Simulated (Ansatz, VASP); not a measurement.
**CrO2: VASP beside Ansatz**

Contents of INCAR:

```
PREC = Accurate ; ENCUT = 600
EDIFF = 1E-7 ; ISMEAR = -1
SIGMA = 0.05 ; LREAL = F
LASPH = T ; NELM = 150
ALGO = Normal ; ISIF = 3
LWAVE = F ; LCHARG = F
ISPIN = 2 ; MAGMOM = 3 0 0
LORBIT = 11 ; LMAXMIX = 4
GGA = PE ; IBRION = 2
NSW = 60 ; EDIFFG = -0.01
```

The input KPOINTS:

```
regular mesh
0
Gamma
  7 7 7
```

The input POSCAR:

```
CrO2
1.0
    0.0000000000      2.3830650000      2.3830650000
    2.3830650000      0.0000000000      2.3830650000
    2.3830650000      2.3830650000      0.0000000000
Cr O
1 2
Direct
    0.0000000000      0.0000000000      0.0000000000
    0.2500000000      0.2500000000      0.2500000000
    0.7500000000      0.7500000000      0.7500000000
```

The input input.yaml:

```yaml
crystal:
  lattice:
    - [0.0, 2.383065, 2.383065]
    - [2.383065, 0.0, 2.383065]
    - [2.383065, 2.383065, 0.0]
  atoms:
    - { symbol: Cr, position: [0.0, 0.0, 0.0], spin: 3.0 }
    - { symbol: O, position: [0.25, 0.25, 0.25] }
    - { symbol: O, position: [0.75, 0.75, 0.75] }
hamiltonian:
  xc: pbe
  pseudopotentials: { kind: paw }
magnetization:
  spin_polarized: true
kpoints:
  mp_grid: { grid: [7, 7, 7] }
scf:
  occupations: { method: fermi_dirac, width: 0.05 }
output:
  forces: true
  stress: true
  eigenvalues: true
  write_density: true
  write_potential: true
  elf: true
  volumetric_format: npy
relax:
  f_tol: 0.01
  max_steps: 40
  cell: { stress_tol: 0.05 }
```

Alike in both runs: task relaxation of cell and atoms; functional PBE; k mesh 7 × 7 × 7; occupations fermi-dirac, width 0.05 eV; collinear spin.

|  | VASP | Ansatz |
| --- | --- | --- |
| version | VASP 6.6.1 | Ansatz 0.2.0 |
| potentials or method | VASP PAW PBE potentials, release 64 (Cr_pv, O) | Ansatz PAW |
| plane-wave cutoff (eV) | 600 | 420 |
| valence electrons in the cell | 24 | 26 |

VASP gave:

* gap on the k mesh at the Fermi level, each at its own relaxed structure (eV): 0.73
* net moment per atom (μB): 0.67
* size of the moment on the site where the two differ most (μB): 2.17
* relaxed volume (Å³/atom): 8.71
* relaxed length of the cell vector where the two differ most in proportion (Å): 3.331

What did Ansatz give for the same quantities?

gap on the k mesh at the Fermi level, each at its own relaxed structure (eV): 0.79; net moment per atom (μB): 0.67; size of the moment on the site where the two differ most (μB): 1.87; relaxed volume (Å³/atom): 8.70; relaxed length of the cell vector where the two differ most in proportion (Å): 3.329.

Site moments also hang on the region over which each program counts them. VASP's potentials hold 24 valence electrons a cell and Ansatz's 26, so a difference there can come from the potentials and not from the codes.

Noted on Ansatz's run: odd divisions of the mesh miss points on the zone boundary, where band edges often lie, so the gap on the mesh can be too wide; the plane-wave basis is chosen anew once the cell has moved, so the energies of steps on either side of that aren't comparable.
